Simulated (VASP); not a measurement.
Set up this calculation in VASP 6.6.1, as the native input.

| Quantity | Value |
| --- | --- |
| Task | electric field gradients |
| Functional | LDA |
| Potentials or basis | VASP PAW LDA potentials, release 64 (Al, Au) |
| Cutoff | 520 eV |
| k mesh | 11 × 11 × 11 |
| Occupations | fermi-dirac, width 0.05 eV |
| Spin | no spin polarisation |
| Dipole correction | no |
| Further INCAR settings | ALGO = Normal; EDIFF = 1e-08; NBANDS = 16 |

The structure of Al2Au lies in POSCAR:

```
Al2Au
1.0
    0.0000000000      2.9594544892      2.9594544892
    2.9594544892      0.0000000000      2.9594544892
    2.9594544892      2.9594544892      0.0000000000
Al Au
2 1
Direct
    0.2500000000      0.2500000000      0.2500000000
    0.7500000000      0.7500000000      0.7500000000
    0.0000000000      0.0000000000      0.0000000000
```

The input as run:

INCAR

```
  PREC = Accurate
  ENCUT = 520
  EDIFF = 1E-8
  ISMEAR = -1
  SIGMA = 0.05
  LREAL = False
  LASPH = True
  NELM = 60
  ALGO = Normal
  ISIF = 2
  LWAVE = False
  LCHARG = False
  GGA = CA
  LEFG = True
  NBANDS = 16
```

KPOINTS

```
Automatic mesh
0
Gamma
  11 11 11
```

Potentials or basis: VASP PAW LDA potentials, release 64 (Al, Au).

The run is started by

```console
$ cat potpaw_LDA.64/Al/POTCAR potpaw_LDA.64/Au/POTCAR > POTCAR
$ mpirun -np 1 vasp_std > vasp.out
```

It gave:

| Item | Value |
| --- | --- |
| Pressure | 2.6 GPa |
| Band gap on the k mesh | zero (an odd number of electrons rules out a gap without spin polarisation) |
| Largest electric field gradient by atom | zero within the noise of the run |

Caveat: spin-orbit coupling is left out, which moves the levels of the heavy elements.

Run time: 36 s on 1 thread of Intel Xeon 8259CL, with other jobs on the host, peak memory 0.18 GiB.
